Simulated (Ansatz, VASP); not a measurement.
Pt in VASP and in Ansatz

```xyz
1
Lattice="-1.6332 1.6332 1.6332 1.6332 -1.6332 1.6332 1.6332 1.6332 -1.6332" Properties=species:S:1:pos:R:3 pbc="T T T"
Pt    0.0000    0.0000    0.0000
```

Alike in both runs: task single point; functional RPBE; k mesh 16 × 16 × 16; occupations fermi-dirac, width 0.1 eV; no spin polarisation.

|  | VASP | Ansatz |
| --- | --- | --- |
| version | VASP 6.6.1 | Ansatz 0.2.0 |
| potentials or method | VASP PAW PBE potentials, release 64 (Pt), cutoff 520 eV | plane waves (420 eV) with PAW, scalar-relativistic |
| valence electrons in the cell | 10 | 18 |

```csv
,VASP,Ansatz,Ansatz less VASP
pressure (GPa),-13.9,-13.6,+0.31
```

VASP's potentials were made for PBE, not for RPBE. VASP's potentials hold 10 valence electrons a cell and Ansatz's 18, so a difference there can come from the potentials and not from the codes.

Neither program's run includes spin-orbit coupling.
